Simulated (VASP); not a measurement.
# MgB2 (P6/mmm) in VASP: further runs

MgB2 is run at these levels: r2SCAN, r2SCAN+rVV10; tasks: single point.

All numbers are computed with VASP 6.6.1; they aren't measurements. Logs are shortened: lines on timing, memory, paths and dates and some standing lists are left out, and cuts for length are marked.

## Step 1: The cell of the first run

It takes space group P6/mmm (No. 191, hexagonal). Conventional cell: a = 3.062 Å, b = 3.062 Å, c = 3.452 Å, α = 90.00°, β = 90.00°, γ = 120.00°. Mg (site symmetry 6/mmm) has 12 B at 2.47 Å and 6 Mg at 3.06 Å within 3.3 Å. B (site symmetry -6m2) has 3 B at 1.77 Å within 2.3 Å.

## Step 2: Single point, r2SCAN (9.34 Å³/atom)

The input, POSCAR:

```
MgB2
1.0
    3.0621495076      0.0000000000      0.0000000000
   -1.5310747538      2.6518992638      0.0000000000
    0.0000000000      0.0000000000      3.4522101169
Mg B
1 2
Direct
    0.0000000000      0.0000000000      0.0000000000
    0.3333333333      0.6666666667      0.5000000000
    0.6666666667      0.3333333333      0.5000000000
```

The input, INCAR.step1:

```
ALGO = Normal
EDIFF = 1E-5
ENCUT = 920
GGA = PE
GGA_COMPAT = False
ISMEAR = 0
LASPH = True
LCHARG = False
LREAL = False
LWAVE = True
NBANDS = 15
NELM = 120
PREC = Accurate
SIGMA = 0.05
```

The input, INCAR.step2:

```
ALGO = Normal
EDIFF = 1E-6
ENCUT = 920
GGA_COMPAT = False
ISIF = 2
ISMEAR = 0
ISTART = 1
LASPH = True
LCHARG = False
LMIXTAU = True
LREAL = False
LWAVE = False
METAGGA = R2SCAN
NBANDS = 15
NELM = 120
PREC = Accurate
SIGMA = 0.05
```

The input, KPOINTS:

```
k-points
0
Gamma
  8 8 6
```

Potentials or basis: VASP PAW PBE potentials, release 64 (Mg_sv, B).

Launch:

```sh
cat potpaw_PBE.64/Mg_sv/POTCAR potpaw_PBE.64/B/POTCAR > POTCAR
cp INCAR.step1 INCAR
mpirun -np 1 vasp_std > vasp.out
cp INCAR.step2 INCAR
mpirun -np 1 vasp_std > vasp.out
```

OUTCAR:

```text
EDIFF = 1E-6
   ENCUT = 920
   ISIF = 2
   ISMEAR = 0
   ISTART = 1
   LASPH = True
   LREAL = False
   METAGGA = R2SCAN
   NELM = 120
   PREC = Accurate

 ion  position               nearest neighbor table
   1  0.000  0.000  0.000-
   2  0.333  0.667  0.500-   3 1.77   3 1.77   3 1.77
   3  0.667  0.333  0.500-   2 1.77   2 1.77   2 1.77

  LATTYP: Found a hexagonal cell.
 ALAT       =     3.0621495076
 C/A-ratio  =     1.1273813079

  Lattice vectors:

 A1 = (   3.0621495076,   0.0000000000,   0.0000000000)
 A2 = (  -1.5310747538,   2.6518992638,   0.0000000000)
 A3 = (   0.0000000000,   0.0000000000,   3.4522101169)

Analysis of symmetry for initial positions (statically):
=====================================================================
 Subroutine PRICEL returns:
 Original cell was already a primitive cell.

 Routine SETGRP: Setting up the symmetry group for a
 hexagonal supercell.

 Subroutine GETGRP returns: Found 24 space group operations
 (whereof 24 operations were pure point group operations)
 out of a pool of 24 trial point group operations.

The static configuration has the point symmetry D_6h.

Analysis of symmetry for dynamics (positions and initial velocities):
=====================================================================
 Subroutine PRICEL returns:
 Original cell was already a primitive cell.

 Routine SETGRP: Setting up the symmetry group for a
 hexagonal supercell.

 Subroutine GETGRP returns: Found 24 space group operations
 (whereof 24 operations were pure point group operations)
 out of a pool of 24 trial point group operations.

The dynamic configuration has the point symmetry D_6h.

 Subroutine INISYM returns: Found 24 space group operations
 (whereof 24 operations are pure point group operations),
 and found     1 'primitive' translations

----------------------------------------------------------------------------------------

                                     Primitive cell

  volume of cell :      28.0337

  direct lattice vectors                    reciprocal lattice vectors
     3.062149508  0.000000000  0.000000000     0.326567987  0.188544115  0.000000000
    -1.531074754  2.651899264  0.000000000     0.000000000  0.377088230  0.000000000
     0.000000000  0.000000000  3.452210117     0.000000000  0.000000000  0.289669506

  length of vectors
     3.062149508  3.062149508  3.452210117     0.377088230  0.377088230  0.289669506

  position of ions in fractional coordinates (direct lattice)
     0.000000000  0.000000000  0.000000000
     0.333333333  0.666666667  0.500000000
     0.666666667  0.333333333  0.500000000

  ion indices of the primitive-cell ions
   primitive index   ion index
                 1           1
                 2           2
                 3           3

----------------------------------------------------------------------------------------

 KPOINTS: k-points

Automatic generation of k-mesh.
 Grid dimensions read from file:
 generate k-points for:    8    8    6

 Generating k-lattice:

  Cartesian coordinates                     Fractional coordinates (reciprocal lattice)
     0.040820998  0.023568014  0.000000000     0.125000000  0.000000000  0.000000000
     0.000000000  0.047136029  0.000000000     0.000000000  0.125000000  0.000000000
     0.000000000  0.000000000  0.048278251     0.000000000  0.000000000  0.166666667

  Length of vectors
     0.047136029  0.047136029  0.048278251

  Shift w.r.t. Gamma in fractional coordinates (k-lattice)
     0.000000000  0.000000000  0.000000000

 Subroutine IBZKPT returns following result:
 ===========================================

 Found     40 irreducible k-points:

 Following reciprocal coordinates:
            Coordinates               Weight
  0.000000  0.000000  0.000000      1.000000
  0.125000 -0.000000  0.000000      6.000000
  0.250000 -0.000000  0.000000      6.000000
  0.375000 -0.000000  0.000000      6.000000
  0.500000 -0.000000  0.000000      3.000000
  0.125000  0.125000  0.000000      6.000000
[... 16 lines left out ...]
  0.250000 -0.000000  0.333333     12.000000
  0.375000 -0.000000  0.333333     12.000000
 [... further k-points ...]
   k-points           NKPTS =     40   k-points in BZ     NKDIM =     40   number of bands    NBANDS=     15
   number of dos      NEDOS =    301   number of ions     NIONS =      3
   total plane-waves  NPLWV =  32400
   dimension x,y,z NGX =    30 NGY =   30 NGZ =   36
   dimension x,y,z NGXF=    60 NGYF=   60 NGZF=   72
   ions per type =               1   2
   NGX,Y,Z   is equivalent  to a cutoff of  16.29, 16.29, 17.34 a.u.
   NGXF,Y,Z  is equivalent  to a cutoff of  32.57, 32.57, 34.67 a.u.
 SYSTEM =  unknown system
   PREC   = accura    normal or accurate (medium, high low for compatibility)
   ISTART =      1    job   : 0-new  1-cont  2-samecut
   ICHARG =      0    charge: 1-file 2-atom 10-const
   ISPIN  =      1    spin polarized calculation?
[... 67 lines left out ...]
      6       2.3097      2.00000
      7       5.7001      0.00000
      8       5.7001      0.00000
      9       7.6231      0.00000
     10      12.0001      0.00000
     11      12.0001      0.00000
     12      13.9938      0.00000
     13      16.3997      0.00000
     14      19.4601      0.00000
     15      23.0087      0.00000

 k-point     2 :       0.1250   -0.0000    0.0000
  band No.  band energies     occupation
      1     -72.8103      2.00000
      2     -37.9227      2.00000
      3     -37.9178      2.00000
      4     -37.9055      2.00000
      5      -7.7764      2.00000
      6       2.5902      2.00000
      7       4.3139      2.00000
      8       5.0689      2.00000
      9       7.8594      0.00000
     10      11.8546      0.00000
     11      13.2282      0.00000
     12      14.6864      0.00000
     13      15.3235      0.00000
     14      20.7400      0.00000
     15      21.9270      0.00000

 k-point     3 :       0.2500   -0.0000    0.0000
  band No.  band energies     occupation
      1     -72.8090      2.00000
      2     -37.9381      2.00000
      3     -37.9215      2.00000
      4     -37.9031      2.00000
      5      -6.9128      2.00000
      6       1.6327      2.00000
      7       3.4147      2.00000
      8       3.9985      2.00000
      9       8.5455      0.00000
     10      11.2244      0.00000
     11      12.8673      0.00000
     12      15.5706      0.00000
     13      16.0303      0.00000
     14      20.7811      0.00000
     15      20.9736      0.00000

 k-point     4 :       0.3750   -0.0000    0.0000
  band No.  band energies     occupation
      1     -72.8076      2.00000
      2     -37.9534      2.00000
      3     -37.9252      2.00000
      4     -37.9007      2.00000
      5      -5.5081      2.00000
      6      -1.0764      2.00000
      7       3.2227      2.00000
      8       4.6801      2.00000
      9       9.2817      0.00000
     10      10.2637      0.00000
     11      11.0342      0.00000
     12      14.6898      0.00000
     13      19.3112      0.00000
     14      19.7363      0.00000
     15      20.7986      0.00000
[... 307 lines left out ...]
 k-point    22 :       0.1250   -0.0000    0.3333
  band No.  band energies     occupation
      1     -72.8100      2.00000
      2     -37.9221      2.00000
      3     -37.9173      2.00000
      4     -37.9125      2.00000
      5      -6.8759      2.00000
      6      -1.1818      2.00000
      7       4.7190      2.00000
      8       5.3665      1.74439
      9      12.0101      0.00000
     10      12.5861      0.00000
     11      13.4924      0.00000
     12      14.3494      0.00000
     13      16.5561      0.00000
     14      17.9908      0.00000
     15      18.9351      0.00000

 k-point    23 :       0.2500   -0.0000    0.3333
  band No.  band energies     occupation
      1     -72.8087      2.00000
      2     -37.9373      2.00000
      3     -37.9209      2.00000
      4     -37.9098      2.00000
      5      -6.0570      2.00000
      6      -0.2622      2.00000
      7       2.1554      2.00000
      8       4.2625      2.00000
      9       9.4475      0.00000
     10      11.7256      0.00000
     11      15.1333      0.00000
     12      16.3288      0.00000
     13      16.8004      0.00000
     14      17.6554      0.00000
     15      18.3037      0.00000

 k-point    24 :       0.3750   -0.0000    0.3333
  band No.  band energies     occupation
      1     -72.8074      2.00000
      2     -37.9525      2.00000
      3     -37.9246      2.00000
      4     -37.9072      2.00000
      5      -4.7193      2.00000
      6      -0.4665      2.00000
      7       1.1847      2.00000
      8       3.4664      2.00000
      9       6.6080      0.00000
     10      11.2503      0.00000
     11      15.9793      0.00000
     12      15.9922      0.00000
     13      16.9040      0.00000
     14      19.7206      0.00000
     15      19.8284      0.00000

 [... further k-points ...]

------------------------ aborting loop because EDIFF is reached ----------------------------------------

  FORCE on cell =-STRESS in cart. coord.  units (eV):
  Direction    XX          YY          ZZ          XY          YZ          ZX
  --------------------------------------------------------------------------------------
  -------------------------------------------------------------------------------------
  Total        0.5857943      0.5857943      0.5453366      0.0000000     -0.0000000      0.0000000
  in kB       33.4792023     33.4792023     31.1669683      0.0000000     -0.0000000      0.0000000
  external PRESSURE =      32.7084576 kB  Pullay stress =       0.0000000 kB

 VOLUME and BASIS-vectors are now :
 -----------------------------------------------------------------------------
  energy-cutoff  :      920.00
  volume of cell :       28.03
      direct lattice vectors                 reciprocal lattice vectors
     3.062149508  0.000000000  0.000000000     0.326567987  0.188544115  0.000000000
    -1.531074754  2.651899264  0.000000000     0.000000000  0.377088230  0.000000000
     0.000000000  0.000000000  3.452210117     0.000000000  0.000000000  0.289669506

 POSITION                                       TOTAL-FORCE (eV/Angst)
 -----------------------------------------------------------------------------------
      0.00000      0.00000      0.00000        -0.000000     -0.000000      0.000000
     -0.00000      1.76793      1.72611        -0.000000      0.000000      0.000000
      1.53107      0.88397      1.72611         0.000000      0.000000     -0.000000
 -----------------------------------------------------------------------------------
    total drift:                                0.000000     -0.000000      0.000000

  FREE ENERGIE OF THE ION-ELECTRON SYSTEM (eV)
  ---------------------------------------------------
  free  energy   TOTEN  =       -19.3989690434 eV

  energy  without entropy=      -19.3979083215  energy(sigma->0) =      -19.39843868
```

Wall time 1.7 min (1 thread of Intel Xeon Platinum 8375C at 2.90GHz (Ice Lake), shared host); peak memory 0.19 GiB.

What came out:

| Quantity | Value |
| --- | --- |
| Free energy | -19.3990 eV |
| Pressure | 3.3 GPa |
| Band gap on the k mesh | zero (bands 8 and 9 overlap by 2.81 eV) |

Stress tensor (GPa, compression positive):
```
3.35 0.00 0.00
0.00 3.35 0.00
0.00 0.00 3.12
```

Levels at points of the mesh, in eV from the Fermi level:
```csv
k point,band 6,band 7,band 8,band 9,band 10,band 11
"(0.00, 0.00, 0.00)",-3.10,0.29,0.29,2.22,6.59,6.59
"(0.50, 0.00, 0.00)",-8.49,-2.46,0.23,3.41,4.05,6.07
"(0.00, 0.00, 0.50)",-7.93,0.74,0.74,6.91,6.91,8.58
"(0.50, 0.00, 0.50)",-7.51,-3.90,-2.13,-1.32,6.12,9.63
```

Caveat: the cell stands under pressure; the PAW data sets were made with another functional, which shifts forces and pressure a little.

## Step 3: Single point, r2SCAN+rVV10 (9.13 Å³/atom)

This run uses another cell than the first one, of 9.13 Å³/atom.

The input, POSCAR:

```
MgB2
1.0
    3.0437085624      0.0000000000      0.0000000000
   -1.5218542812      2.6359289368      0.0000000000
    0.0000000000      0.0000000000      3.4130684338
Mg B
1 2
Direct
    0.0000000000      0.0000000000      0.0000000000
    0.3333333333      0.6666666667      0.5000000000
    0.6666666667      0.3333333333      0.5000000000
```

INCAR.step1 is that of step 2.

INCAR.step2, as its differences from that of step 2:

```diff
@@ -1,2 +1,4 @@
 ALGO = Normal
+BPARAM = 11.95
+CPARAM = 0.0093
 EDIFF = 1E-6
@@ -7,2 +9,3 @@
 ISTART = 1
+IVDW_NL = 2
 LASPH = True
@@ -11,2 +14,3 @@
 LREAL = False
+LUSE_VDW = True
 LWAVE = False
```

KPOINTS is that of step 2.

Potentials or basis: VASP PAW PBE potentials, release 64 (Mg_sv, B).

Launch:

```sh
cat potpaw_PBE.64/Mg_sv/POTCAR potpaw_PBE.64/B/POTCAR > POTCAR
cp INCAR.step1 INCAR
mpirun -np 1 vasp_std > vasp.out
cp INCAR.step2 INCAR
mpirun -np 1 vasp_std > vasp.out
```

It took 2.5 min on 1 thread of Intel Xeon Platinum 8259CL at 2.50GHz (Skylake/Cascade Lake), shared host; peak memory 0.33 GiB.

The run converged. Its results:

- Free energy: -19.0241 eV
- Pressure: 6.7 GPa
- Band gap on the k mesh: zero (bands 8 and 9 overlap by 2.90 eV)

Stress tensor (GPa, compression positive):
```
6.70 0.00 0.00
0.00 6.70 0.00
0.00 0.00 6.59
```

Levels at points of the mesh, in eV from the Fermi level:
```tsv
k point	band 4	band 5	band 6	band 7	band 8	band 9	band 10	band 11	band 12	band 13
(0.00, 0.00, 0.00)	-43.18	-13.62	-3.08	0.29	0.29	2.36	6.64	6.64	8.76	11.19
(0.50, 0.00, 0.00)	-43.17	-9.44	-8.60	-2.50	0.27	3.51	4.07	6.26	8.61	14.29
(0.00, 0.00, 0.50)	-43.18	-12.17	-8.04	0.76	0.76	6.96	6.96	8.66	11.00	11.96
(0.50, 0.00, 0.50)	-43.18	-8.33	-7.57	-3.97	-2.17	-1.35	6.25	9.75	10.13	15.28
```

Caveat: the cell stands under pressure; the PAW data sets were made with another functional, which shifts forces and pressure a little.

## Step 4: Single point, r2SCAN (9.15 Å³/atom)

This run uses another cell than the first one, of 9.15 Å³/atom.

The input, POSCAR:

```
MgB2
1.0
    3.0453283109      0.0000000000      0.0000000000
   -1.5226641555      2.6373316801      0.0000000000
    0.0000000000      0.0000000000      3.4192190189
Mg B
1 2
Direct
    0.0000000000      0.0000000000      0.0000000000
    0.3333333333      0.6666666667      0.5000000000
    0.6666666667      0.3333333333      0.5000000000
```

The input, INCAR.step1:

```
PREC = Accurate ; ENCUT = 920
ISMEAR = 0 ; SIGMA = 0.05
LREAL = F ; LASPH = T
NELM = 120 ; NBANDS = 15
GGA = PE ; ALGO = Normal
EDIFF = 1E-5 ; LWAVE = T
LCHARG = F ; GGA_COMPAT = F
```

The input, INCAR.step2:

```
PREC = Accurate ; ENCUT = 920
EDIFF = 1E-6 ; ISMEAR = 0
SIGMA = 0.05 ; LREAL = F
LASPH = T ; NELM = 120
ALGO = Normal ; ISIF = 2
LWAVE = F ; LCHARG = F
METAGGA = R2SCAN ; LMIXTAU = T
NBANDS = 15 ; ISTART = 1
GGA_COMPAT = F
```

The input, KPOINTS:

```
regular mesh
0
Gamma
  8 8 6
```

Launch:

```sh
cat potpaw_PBE.64/Mg_sv/POTCAR potpaw_PBE.64/B/POTCAR > POTCAR
cp INCAR.step1 INCAR
mpirun -np 1 vasp_std > vasp.out
cp INCAR.step2 INCAR
mpirun -np 1 vasp_std > vasp.out
```

Run time: 97 s. Hardware: 1 thread of AMD EPYC 7R13 (Zen 3), shared host; peak memory 0.16 GiB.

Results (log left out):

```yaml
Free_energy: -19.3807 eV
Pressure: 6.7 GPa
Band_gap_on_the_k_mesh: zero (bands 8 and 9 overlap by 2.88 eV)
```

Stress tensor (GPa, compression positive):
```
6.69 0.00 0.00
0.00 6.69 0.00
0.00 0.00 6.59
```

Levels at points of the mesh, in eV from the Fermi level:
| k point | band 5 | band 6 | band 7 | band 8 | band 9 | band 10 | band 11 | band 12 |
| --- | --- | --- | --- | --- | --- | --- | --- | --- |
| (0.00, 0.00, 0.00) | -13.60 | -3.09 | 0.29 | 0.29 | 2.35 | 6.64 | 6.64 | 8.75 |
| (0.50, 0.00, 0.00) | -9.43 | -8.59 | -2.50 | 0.26 | 3.49 | 4.08 | 6.24 | 8.57 |
| (0.00, 0.00, 0.50) | -12.16 | -8.02 | 0.75 | 0.75 | 6.96 | 6.96 | 8.66 | 10.96 |
| (0.50, 0.00, 0.50) | -8.33 | -7.57 | -3.96 | -2.17 | -1.34 | 6.24 | 9.74 | 10.11 |

Caveat: the cell stands under pressure; the PAW data sets were made with another functional, which shifts forces and pressure a little.

## Step 5: Single point, r2SCAN (9.54 Å³/atom)

This run uses another cell than the first one, of 9.54 Å³/atom.

The input, POSCAR:

```
MgB2
1.0
    3.0791347150      0.0000000000      0.0000000000
   -1.5395673575      2.6666088849      0.0000000000
    0.0000000000      0.0000000000      3.4839069501
Mg B
1 2
Direct
    0.0000000000      0.0000000000      0.0000000000
    0.3333333333      0.6666666667      0.5000000000
    0.6666666667      0.3333333333      0.5000000000
```

The input, INCAR.step1:

```
SYSTEM = MgB2
  ALGO = Normal
  EDIFF = 1E-5
  ENCUT = 920
  GGA = PE
  GGA_COMPAT = .FALSE.
  ISMEAR = 0
  LASPH = .TRUE.
  LCHARG = .FALSE.
  LREAL = .FALSE.
  LWAVE = .TRUE.
  NBANDS = 15
  NELM = 120
  PREC = Accurate
  SIGMA = 0.05
```

The input, INCAR.step2:

```
SYSTEM = MgB2
  ALGO = Normal
  EDIFF = 1E-6
  ENCUT = 920
  GGA_COMPAT = .FALSE.
  ISIF = 2
  ISMEAR = 0
  ISTART = 1
  LASPH = .TRUE.
  LCHARG = .TRUE.
  LELF = .TRUE.
  LMIXTAU = .TRUE.
  LREAL = .FALSE.
  LVHAR = .TRUE.
  LWAVE = .FALSE.
  METAGGA = R2SCAN
  NBANDS = 15
  NELM = 120
  PREC = Accurate
  SIGMA = 0.05
```

The input, KPOINTS:

```
k-points
0
G
  8 8 6
  0 0 0
```

Launch:

```sh
cat potpaw_PBE.64/Mg_sv/POTCAR potpaw_PBE.64/B/POTCAR > POTCAR
cp INCAR.step1 INCAR
mpirun -np 1 vasp_std > vasp.out
cp INCAR.step2 INCAR
mpirun -np 1 vasp_std > vasp.out
```

Wall time 1.8 min (1 thread of Intel Xeon Platinum 8259CL at 2.50GHz (Skylake/Cascade Lake), shared host); peak memory 0.19 GiB.

It converged, with:

* Free energy: -19.4055 eV
* Pressure: 0.1 GPa
* Band gap on the k mesh: zero (bands 8 and 9 overlap by 2.74 eV)

Levels at points of the mesh, in eV from the Fermi level:
| k point | band 5 | band 6 | band 7 | band 8 | band 9 | band 10 | band 11 | band 12 |
| --- | --- | --- | --- | --- | --- | --- | --- | --- |
| (0.00, 0.00, 0.00) | -13.35 | -3.10 | 0.30 | 0.30 | 2.11 | 6.54 | 6.54 | 8.42 |
| (0.50, 0.00, 0.00) | -9.29 | -8.40 | -2.42 | 0.21 | 3.34 | 4.03 | 5.92 | 8.08 |
| (0.00, 0.00, 0.50) | -12.00 | -7.84 | 0.72 | 0.72 | 6.87 | 6.87 | 8.50 | 10.42 |
| (0.50, 0.00, 0.50) | -8.25 | -7.44 | -3.84 | -2.10 | -1.30 | 6.01 | 9.52 | 9.76 |

Caveat: the PAW data sets were made with another functional, which shifts forces and pressure a little.

## Step 6: Overview

```csv
level,cell,gap on the mesh (eV),pressure (GPa)
r2SCAN,"a = 3.062, b = 3.062, c = 3.452 Å, angles 90.0, 90.0, 120.0°, 3 atoms",none,3.3
r2SCAN+rVV10,"a = 3.044, b = 3.044, c = 3.413 Å, angles 90.0, 90.0, 120.0°, 3 atoms",none,6.7
r2SCAN,"a = 3.045, b = 3.045, c = 3.419 Å, angles 90.0, 90.0, 120.0°, 3 atoms",none,6.7
r2SCAN,"a = 3.079, b = 3.079, c = 3.484 Å, angles 90.0, 90.0, 120.0°, 3 atoms",none,0.1
```

Alike in all rows: task single point; potentials or basis VASP PAW PBE potentials, release 64 (Mg_sv, B); no spin polarisation; k mesh 8 × 8 × 6; cutoff (eV) 920; smearing gaussian 0.05 eV.

Caveats: the PAW data sets were made with another functional, which shifts forces and pressure a little; the cell stands under pressure (at least some runs).

Absolute energies hang on the potentials; compare differences alone.
